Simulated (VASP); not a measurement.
Runs of VASP 6.6.1 on HgTe. The structure is that of space group I-4m2 (No. 119), or close to it. The cells are those of the table. 

```tsv
cell	gap on the mesh (eV)	pressure (GPa)
a = 4.455 Å, angles 96.7, 96.7, 140.2°, 2 atoms	none	1.7
a = 4.390 Å, angles 96.7, 96.7, 140.2°, 2 atoms	none	4.8
a = 4.641 Å, angles 96.7, 96.7, 140.2°, 2 atoms	none	(a)
a = 4.519 Å, angles 96.7, 96.7, 140.2°, 2 atoms	none	-0.7
a = 4.581 Å, angles 96.7, 96.7, 140.2°, 2 atoms	none	-2.5
a = 4.757 Å, angles 96.7, 96.7, 140.2°, 2 atoms	none	(b)
a = 4.700 Å, angles 96.7, 96.7, 140.2°, 2 atoms	none	-4.9
```

Alike in all rows: task single point; level r2SCAN+D3(BJ); potentials or basis VASP PAW PBE potentials, release 64 (Hg, Te); no spin polarisation; k mesh 8 × 8 × 8; cutoff (eV) 520; smearing fermi-dirac 0.05 eV.

Task: Estimate the missing entries.

Result: (a) -3.9; (b) -5.7.

Caveats: three body term missing; the PAW data sets were made with another functional, which shifts forces and pressure a little; spin-orbit coupling is left out, which moves the levels of the heavy elements; pairwise dispersion overbinds metals, which lowers pressure and volume.

A k mesh can miss the band edges, and the runs leave out spin-orbit coupling on Hg, Te.

A gap of «none» marks levels without a gap at the run's occupations.
